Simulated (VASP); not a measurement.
# Be in VASP: a series of runs

The runs below take Be through single point, with PBEsol, PBE+D3(BJ).

All numbers are computed with VASP 6.6.1; they aren't measurements. Logs are shortened: lines on timing, memory, paths and dates and some standing lists are left out, and cuts for length are marked.

**1. The cell of the first run**

Symmetry: P6_3/mmc, No. 194, hexagonal system. Conventional cell: a = 2.285 Å, b = 2.285 Å, c = 3.656 Å, α = 90.00°, β = 90.00°, γ = 120.00°. Within 3.0 Å of Be (site symmetry -6m2) lie 12 Be at 2.25 to 2.29 Å.

**2. Single point, PBEsol**

The input, INCAR:

```
PREC = Accurate
ENCUT = 520
EDIFF = 1E-6
ISMEAR = -1
SIGMA = 0.05
LREAL = False
LASPH = True
NELM = 80
ALGO = Normal
ISIF = 2
LWAVE = False
LCHARG = False
GGA = PS
NBANDS = 9
```

The input, KPOINTS:

```
Automatic mesh
0
Gamma
  11 11 6
```

The input, POSCAR:

```
Be
1.0
    2.2853000000      0.0000000000      0.0000000000
   -1.1426500000      1.9791278553      0.0000000000
    0.0000000000      0.0000000000      3.6558840000
Be
2
Direct
    0.6666666667      0.3333333333      0.7500000000
    0.3333333333      0.6666666667      0.2500000000
```

Potentials or basis: VASP PAW PBE potentials, release 64 (Be).

Run with:

```
$ cat potpaw_PBE.64/Be/POTCAR > POTCAR
$ mpirun -np 1 vasp_std > vasp.out
```

OUTCAR:

```text
PREC = Accurate
   ENCUT = 520
   EDIFF = 1E-6
   ISMEAR = -1
   LREAL = False
   LASPH = True
   NELM = 80
   ISIF = 2
   GGA = PS

 ion  position               nearest neighbor table
   1  0.667  0.333  0.750-   2 2.25   2 2.25   2 2.25   2 2.25   2 2.25   2 2.25
   2  0.333  0.667  0.250-   1 2.25   1 2.25   1 2.25   1 2.25   1 2.25   1 2.25

  LATTYP: Found a hexagonal cell.
 ALAT       =     2.2853000000
 C/A-ratio  =     1.5997392027

  Lattice vectors:

 A1 = (   2.2853000000,   0.0000000000,   0.0000000000)
 A2 = (  -1.1426500000,   1.9791278553,   0.0000000000)
 A3 = (   0.0000000000,   0.0000000000,   3.6558840000)

Analysis of symmetry for initial positions (statically):
=====================================================================
 Subroutine PRICEL returns:
 Original cell was already a primitive cell.

 Routine SETGRP: Setting up the symmetry group for a
 hexagonal supercell.

 Subroutine GETGRP returns: Found 24 space group operations
 (whereof 12 operations were pure point group operations)
 out of a pool of 24 trial point group operations.

The static configuration has the point symmetry D_3d.
 The point group associated with its full space group is D_6h.

Analysis of symmetry for dynamics (positions and initial velocities):
=====================================================================
 Subroutine PRICEL returns:
 Original cell was already a primitive cell.

 Routine SETGRP: Setting up the symmetry group for a
 hexagonal supercell.

 Subroutine GETGRP returns: Found 24 space group operations
 (whereof 12 operations were pure point group operations)
 out of a pool of 24 trial point group operations.

The dynamic configuration has the point symmetry D_3d.
 The point group associated with its full space group is D_6h.

 Subroutine INISYM returns: Found 24 space group operations
 (whereof 12 operations are pure point group operations),
 and found     1 'primitive' translations

----------------------------------------------------------------------------------------

                                     Primitive cell

  volume of cell :      16.5352

  direct lattice vectors                    reciprocal lattice vectors
     2.285300000  0.000000000  0.000000000     0.437579311  0.252636533  0.000000000
    -1.142650000  1.979127855  0.000000000     0.000000000  0.505273066  0.000000000
     0.000000000  0.000000000  3.655884000     0.000000000  0.000000000  0.273531655

  length of vectors
     2.285300000  2.285300000  3.655884000     0.505273066  0.505273066  0.273531655

  position of ions in fractional coordinates (direct lattice)
     0.666666667  0.333333333  0.750000000
     0.333333333  0.666666667  0.250000000

  ion indices of the primitive-cell ions
   primitive index   ion index
                 1           1
                 2           2

----------------------------------------------------------------------------------------

 KPOINTS: Automatic mesh

Automatic generation of k-mesh.
 Grid dimensions read from file:
 generate k-points for:   11   11    6

 Generating k-lattice:

  Cartesian coordinates                     Fractional coordinates (reciprocal lattice)
     0.039779937  0.022966958  0.000000000     0.090909091  0.000000000  0.000000000
     0.000000000  0.045933915  0.000000000     0.000000000  0.090909091  0.000000000
     0.000000000  0.000000000  0.045588609     0.000000000  0.000000000  0.166666667

  Length of vectors
     0.045933915  0.045933915  0.045588609

  Shift w.r.t. Gamma in fractional coordinates (k-lattice)
     0.000000000  0.000000000  0.000000000

 Subroutine IBZKPT returns following result:
 ===========================================

 Found     64 irreducible k-points:

 Following reciprocal coordinates:
            Coordinates               Weight
  0.000000  0.000000  0.000000      1.000000
  0.090909  0.000000  0.000000      6.000000
  0.181818  0.000000  0.000000      6.000000
  0.272727  0.000000  0.000000      6.000000
  0.363636  0.000000  0.000000      6.000000
  0.454545  0.000000  0.000000      6.000000
[... 16 lines left out ...]
  0.090909  0.090909  0.166667     12.000000
  0.181818  0.090909  0.166667     24.000000
 [... further k-points ...]
   k-points           NKPTS =     64   k-points in BZ     NKDIM =     64   number of bands    NBANDS=      9
   number of dos      NEDOS =    301   number of ions     NIONS =      2
   total plane-waves  NPLWV =   9072
   dimension x,y,z NGX =    18 NGY =   18 NGZ =   28
   dimension x,y,z NGXF=    36 NGYF=   36 NGZF=   56
   ions per type =               2
   NGX,Y,Z   is equivalent  to a cutoff of  13.09, 13.09, 12.73 a.u.
   NGXF,Y,Z  is equivalent  to a cutoff of  26.19, 26.19, 25.47 a.u.
 SYSTEM =  unknown system
   PREC   = accura    normal or accurate (medium, high low for compatibility)
   ISTART =      0    job   : 0-new  1-cont  2-samecut
   ICHARG =      2    charge: 1-file 2-atom 10-const
   ISPIN  =      1    spin polarized calculation?
   LNONCOLLINEAR =      F non collinear calculations
   LSORBIT =      F    spin-orbit coupling
   LASPH  =      T    aspherical Exc in radial PAW
   ENCUT  =  520.0 eV  38.22 Ry    6.18 a.u.   4.25  4.25  6.80*2*pi/ulx,y,z
   NELM   =     80;   NELMIN=  2; NELMDL= -5     # of ELM steps
   EDIFF  = 0.1E-05   stopping-criterion for ELM
   LREAL  =      F    real-space projection
   EDIFFG = 0.1E-04   stopping-criterion for IOM
   NSW    =      0    number of steps for IOM
   IBRION =     -1    ionic relax: 0-MD 1-quasi-New 2-CG
   NFREE  =      0    steps in history (QN), initial steepest desc. (CG)
   ISIF   =      2    stress and relaxation
   ISYM   =      2    0-nonsym 1-usesym 2-fastsym
   POTIM  = 0.5000    time-step for ionic-motion
   TEBEG  =    0.0;   TEEND  =   0.0 temperature during run
   PSTRESS=    0.0 pullay stress
   NELECT =       4.0000    total number of electrons
   NUPDOWN=      -1.0000    fix difference up-down
   EMIN   =  10.00;   EMAX   =-10.00  energy-range for DOS
[... 5 lines left out ...]
     AMIX     =   0.40;   BMIX     =  1.00
     AMIX_MAG =   1.60;   BMIX_MAG =  1.00
  volume/ion in A,a.u.               =       8.27        55.79
  Fermi-wavevector in a.u.,A,eV,Ry     =   1.020058  1.927631 14.157120  1.040519
  Thomas-Fermi vector in A             =   2.153607
   LORBIT       =      0    0 simple, 1 ext, 2 COOP (PROOUT), +10 PAW based schemes
   GGA     = PS    functional components
   LHFCALC =     F    Hartree Fock is set to
   AEXX    =    0.0000 exact exchange contribution
   IVDW    =     0    specifies the selected vdW correction
   LEPSILON=     F    determine dielectric tensor
   LRPA    =     F    only Hartree local field effects (RPA)
 non-spin polarized calculation
  energy-cutoff  :      520.00
  volume of cell :       16.54
 maximum number of plane-waves:       468
 NGX is ok and might be reduce to    18
   NGX =  9   NGY =  9   NGZ = 13

 number of electron       4.0000000 magnetization

 Free energy of the ion-electron system (eV)
  ---------------------------------------------------
  ext. energy  EPLUGINS =         0.00000000
  ---------------------------------------------------
  free energy    TOTEN  =        -7.96211570 eV

  energy without entropy =       -7.95885394  energy(sigma->0) =       -7.96048482

 E-fermi :   7.0313     XC(G=0): -10.4630

 val. band max:        7.0236911796   @ k =   0.3636   0.0000   0.0000
 cond. band min:       7.0644366856   @ k =   0.2727   0.2727   0.0000
 fundamental gap:      0.0407455060
 Fermi energy:         7.0313296400

 k-point     1 :       0.0000    0.0000    0.0000
  band No.  band energies     occupation
      1      -4.4443      2.00000
      2       2.2162      2.00000
      3       7.3680      0.00238
      4      22.4094      0.00000
      5      22.4094      0.00000
      6      25.0808      0.00000
      7      25.0808      0.00000
      8      26.5005      0.00000
      9      33.2081      0.00000

 k-point     2 :       0.0909    0.0000    0.0000
  band No.  band energies     occupation
      1      -4.2087      2.00000
      2       2.5218      2.00000
      3       7.4498      0.00046
      4      20.6316      0.00000
      5      21.2021      0.00000
      6      25.0074      0.00000
      7      25.5231      0.00000
      8      26.1308      0.00000
      9      30.4818      0.00000

 k-point     3 :       0.1818    0.0000    0.0000
  band No.  band energies     occupation
      1      -3.5016      2.00000
      2       3.4359      2.00000
      3       7.6470      0.00001
      4      17.1080      0.00000
      5      19.3313      0.00000
      6      24.2991      0.00000
      7      24.4910      0.00000
      8      25.2433      0.00000
      9      27.2287      0.00000

 k-point     4 :       0.2727    0.0000    0.0000
  band No.  band energies     occupation
      1      -2.3245      2.00000
      2       4.9481      2.00000
      3       7.6532      0.00001
      4      13.8596      0.00000
      5      17.7409      0.00000
      6      21.1341      0.00000
      7      21.7584      0.00000
      8      24.3488      0.00000
      9      26.0021      0.00000

 k-point     5 :       0.3636    0.0000    0.0000
  band No.  band energies     occupation
      1      -0.6954      2.00000
      2       6.5018      1.99995
      3       7.0237      1.07624
      4      12.4217      0.00000
      5      16.6309      0.00000
      6      17.2161      0.00000
      7      18.8102      0.00000
      8      23.5324      0.00000
      9      25.7996      0.00000

 k-point     6 :       0.4545    0.0000    0.0000
  band No.  band energies     occupation
      1       1.2440      2.00000
      2       4.2896      2.00000
      3       9.4505      0.00000
      4      12.7709      0.00000
      5      13.7571      0.00000
      6      16.0651      0.00000
      7      16.6683      0.00000
      8      23.0792      0.00000
      9      25.7693      0.00000
[... 169 lines left out ...]
 k-point    21 :       0.3636    0.0000    0.1667
  band No.  band energies     occupation
      1      -0.4708      2.00000
      2       4.7212      2.00000
      3       8.5083      0.00000
      4      12.9426      0.00000
      5      15.9885      0.00000
      6      16.9087      0.00000
      7      20.6532      0.00000
      8      22.6055      0.00000
      9      25.6416      0.00000

 k-point    22 :       0.4545    0.0000    0.1667
  band No.  band energies     occupation
      1       1.4440      2.00000
      2       4.1764      2.00000
      3       8.8248      0.00000
      4      11.3299      0.00000
      5      15.5444      0.00000
      6      16.3448      0.00000
      7      18.1030      0.00000
      8      22.1217      0.00000
      9      25.5961      0.00000

 k-point    23 :       0.0909    0.0909    0.1667
  band No.  band energies     occupation
      1      -3.5047      2.00000
      2       1.8634      2.00000
      3       9.3816      0.00000
      4      18.7983      0.00000
      5      19.2933      0.00000
      6      23.9963      0.00000
      7      24.3732      0.00000
      8      24.4181      0.00000
      9      29.5482      0.00000

 k-point    24 :       0.1818    0.0909    0.1667
  band No.  band energies     occupation
      1      -2.5608      2.00000
      2       2.9014      2.00000
      3       9.7015      0.00000
      4      15.3844      0.00000
      5      17.4122      0.00000
      6      21.3000      0.00000
      7      23.0160      0.00000
      8      23.8311      0.00000
      9      28.4418      0.00000

 [... further k-points ...]
[... 5 lines left out ...]
  --------------------------------------------------------------------------------------
  -------------------------------------------------------------------------------------
  Total       -0.4465574     -0.4465574     -0.9437240      0.0000000      0.0000000      0.0000000
  in kB      -43.2691503    -43.2691503    -91.4420816      0.0000000      0.0000000      0.0000000
  external PRESSURE =     -59.3267940 kB  Pullay stress =       0.0000000 kB

 VOLUME and BASIS-vectors are now :
 -----------------------------------------------------------------------------
  energy-cutoff  :      520.00
  volume of cell :       16.54
      direct lattice vectors                 reciprocal lattice vectors
     2.285300000  0.000000000  0.000000000     0.437579311  0.252636533  0.000000000
    -1.142650000  1.979127855  0.000000000     0.000000000  0.505273066  0.000000000
     0.000000000  0.000000000  3.655884000     0.000000000  0.000000000  0.273531655

 POSITION                                       TOTAL-FORCE (eV/Angst)
 -----------------------------------------------------------------------------------
      1.14265      0.65971      2.74191         0.000000     -0.000000      0.000000
     -0.00000      1.31942      0.91397        -0.000000      0.000000      0.000000
 -----------------------------------------------------------------------------------
    total drift:                                0.000000     -0.000000      0.000000

  FREE ENERGIE OF THE ION-ELECTRON SYSTEM (eV)
  ---------------------------------------------------
  free  energy   TOTEN  =        -7.9621157013 eV

  energy  without entropy=       -7.9588539433  energy(sigma->0) =       -7.96048482
```

Run time: 12 s. Hardware: 1 thread of AMD EPYC 7R43 (Zen 3), shared host; peak memory 0.09 GiB.

What came out:

```
Free energy            : -7.9621 eV
Pressure               : -5.9 GPa
Band gap on the k mesh : zero (band 2 reaches 7.28 eV, above the bottom of band 3 at 6.98 eV)
```

Caveat: the PAW data sets were made with another functional, which shifts forces and pressure a little.

**3. Single point, PBEsol**

This run uses another cell than the first one, of 8.43 Å³/atom, 1.020 times its volume.

The input, INCAR:

```
SYSTEM = Be
ALGO = Fast ; EDIFF = 1E-7
ENCUT = 520 ; GGA = PS
ISIF = 2 ; ISMEAR = -1
LASPH = .True. ; LCHARG = .False.
LREAL = .False. ; LWAVE = .False.
NBANDS = 9 ; NELM = 80
PREC = Accurate ; SIGMA = 0.05
```

The input, KPOINTS:

```
k-points
0
Gamma
  11 11 6
  0 0 0
```

Edit POSCAR of step 2 so:

```diff
@@ -4,3 +4,3 @@
    -1.1426500000      1.9791278553      0.0000000000
-    0.0000000000      0.0000000000      3.6558840000
+    0.0000000000      0.0000000000      3.7275680000
 Be
```

Potentials or basis: VASP PAW PBE potentials, release 64 (Be).

Run with:

```
$ cat potpaw_PBE.64/Be/POTCAR > POTCAR
$ mpirun -np 1 vasp_std > vasp.out
```

Wall time 13 s (1 thread of AMD EPYC 7R43 (Zen 3), shared host); peak memory 0.09 GiB.

The run converged. Its results:

```yaml
Free_energy: -7.9386 eV
Pressure: -7.7 GPa
Band_gap_on_the_k_mesh: zero (band 2 reaches 7.12 eV, above the bottom of band 3 at 6.78 eV)
```

Stress tensor (GPa, compression positive):
```
 -5.14   0.00   0.00
  0.00  -5.14   0.00
  0.00   0.00 -12.82
```

Levels at points of the mesh, in eV from the Fermi level:
| k point | band 1 | band 2 | band 3 | band 4 | band 5 | band 6 |
| --- | --- | --- | --- | --- | --- | --- |
| (0.00, 0.00, 0.00) | -11.41 | -4.95 | -0.08 | 15.47 | 15.47 | 18.00 |
| (0.00, 0.00, 0.50) | -9.40 | -9.40 | 8.79 | 8.79 | 16.90 | 16.90 |

Caveat: the PAW data sets were made with another functional, which shifts forces and pressure a little.

**4. Single point, PBE+D3(BJ) (atoms moved at random)**

The input, INCAR:

```
  PREC = Accurate
  ENCUT = 520
  EDIFF = 1E-6
  ISMEAR = -1
  SIGMA = 0.01
  LREAL = F
  LASPH = T
  NELM = 60
  ALGO = Normal
  ISIF = 2
  LWAVE = F
  LCHARG = F
  GGA = PE
  IVDW = 12
  NBANDS = 9
```

The input, KPOINTS:

```
regular mesh
0
Gamma
  10 10 6
```

The input, POSCAR:

```
Be
1.0
    2.2853000000      0.0000000000      0.0000000000
   -1.1426500000      1.9791278553      0.0000000000
    0.0000000000      0.0000000000      3.5842000000
Be
2
Direct
    0.6531130000      0.3008850000      0.7581900000
    0.3413400000      0.6679230000      0.2511340000
```

Run with:

```
$ cat potpaw_PBE.64/Be/POTCAR > POTCAR
$ mpirun -np 1 vasp_std > vasp.out
```

Run time: 26 s. Hardware: 1 thread of AMD EPYC 7R43 (Zen 3), shared host; peak memory 0.11 GiB.

The run converged. Its results:

```
Free energy                : -8.1864 eV
Pressure                   : -9.4 GPa
Largest force              : 0.322 eV/Å
Band gap on the k mesh     : zero (band 2 reaches 7.22 eV, above the bottom of band 3 at 6.49 eV)
Dispersion energy per atom : -0.346 eV
```

Forces in eV/Å, atoms in the order of the input:
```
Be   0.032  0.259 -0.188
Be  -0.032 -0.259  0.188
```

Stress tensor (GPa, compression positive):
```
 -9.07  -0.25  -0.03
 -0.25  -6.79  -0.24
 -0.03  -0.24 -12.45
```

Levels at points of the mesh, in eV from the Fermi level:
| k point | band 1 | band 2 | band 3 | band 4 | band 5 |
| --- | --- | --- | --- | --- | --- |
| (0.00, 0.00, 0.00) | -11.23 | -4.33 | 1.08 | 15.39 | 15.82 |
| (0.50, 0.00, 0.00) | -5.02 | -2.99 | 3.40 | 6.35 | 6.65 |
| (0.00, 0.50, 0.00) | -4.83 | -3.37 | 3.84 | 6.01 | 7.06 |
| (0.50, 0.50, 0.00) | -4.99 | -3.06 | 3.47 | 6.47 | 6.55 |
| (0.00, 0.00, 0.50) | -9.13 | -9.02 | 10.39 | 10.83 | 17.09 |
| (0.50, 0.00, 0.50) | -3.56 | -3.48 | 1.34 | 1.36 | 11.59 |
| (0.00, 0.50, 0.50) | -3.68 | -3.62 | 1.62 | 1.65 | 11.62 |
| (0.50, 0.50, 0.50) | -3.58 | -3.51 | 1.39 | 1.42 | 11.59 |

Caveat: the cell differs from its parent crystal (atoms moved at random); three body term missing; pairwise dispersion overbinds metals, which lowers pressure and volume.

**5. Summary**

| level | cell | k mesh | smearing | gap on the mesh (eV) | pressure (GPa) |
| --- | --- | --- | --- | --- | --- |
| PBEsol | a = 2.285, b = 2.285, c = 3.656 Å, angles 90.0, 90.0, 120.0°, 2 atoms | 11 × 11 × 6 | fermi-dirac 0.05 eV | none | -5.9 |
| PBEsol | a = 2.285, b = 2.285, c = 3.728 Å, angles 90.0, 90.0, 120.0°, 2 atoms | 11 × 11 × 6 | fermi-dirac 0.05 eV | none | -7.7 |
| PBE+D3(BJ) | a = 2.285, b = 2.285, c = 3.584 Å, angles 90.0, 90.0, 120.0°, 2 atoms | 10 × 10 × 6 | fermi-dirac 0.01 eV | none | -9.4 |

Alike in all rows: task single point; potentials or basis VASP PAW PBE potentials, release 64 (Be); no spin polarisation; cutoff (eV) 520.

Caveats: the PAW data sets were made with another functional, which shifts forces and pressure a little (some runs); three body term missing (some runs); pairwise dispersion overbinds metals, which lowers pressure and volume (some runs).

Absolute energies hang on the potentials; compare differences alone.
